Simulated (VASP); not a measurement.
**KMgF3: single point with PBEsol**

Crystal: KMgF3.

```
CELL_PARAMETERS angstrom
3.99170 0.00000 0.00000
0.00000 3.99170 0.00000
0.00000 0.00000 3.99170
ATOMIC_POSITIONS crystal
K 0.50000 0.50000 0.50000
Mg 0.00000 0.00000 0.00000
F 0.50000 0.00000 0.00000
F 0.00000 0.50000 0.00000
F 0.00000 0.00000 0.50000
```

```yaml
Program: VASP 6.6.1
Task: single point
Functional: PBEsol
Potentials_or_basis: VASP PAW PBE potentials, release 64 (K_sv, Mg, F)
Cutoff: 520 eV
k_mesh: 6 × 6 × 6
Occupations: gaussian, width 0.02 eV
Spin: no spin polarisation
Dipole_correction: no
Further_INCAR_settings: ALGO = Normal; EDIFF = 1e-07; NBANDS = 24
```

* Pressure: -0.4 GPa
* Band gap on the k mesh: 7.09 eV (least direct gap 7.42 eV)

Levels at points of the mesh, in eV from the valence-band top:
```csv
k point,band 12,band 13,band 14,band 15,band 16,band 17,band 18,band 19,band 20,band 21
"(0.00, 0.00, 0.00)",-0.63,-0.63,-0.32,-0.32,-0.32,7.09,9.94,9.94,12.13,12.13
"(0.50, 0.00, 0.00)",-0.88,-0.87,-0.87,-0.53,-0.53,9.93,10.24,11.00,12.72,12.72
"(0.50, 0.50, 0.00)",-1.05,-1.05,-0.90,-0.90,-0.02,10.78,11.56,12.40,12.40,12.74
"(0.50, 0.50, 0.50)",-1.12,-1.12,0.00,0.00,0.00,10.29,10.29,10.29,13.76,14.07
```

Wall time 34 s on 1 thread of Intel Xeon 8259CL (shared host), peak memory 0.18 GiB.

Caveat: the PAW data sets were made with another functional, which shifts forces and pressure a little. A k mesh can miss the band edges.
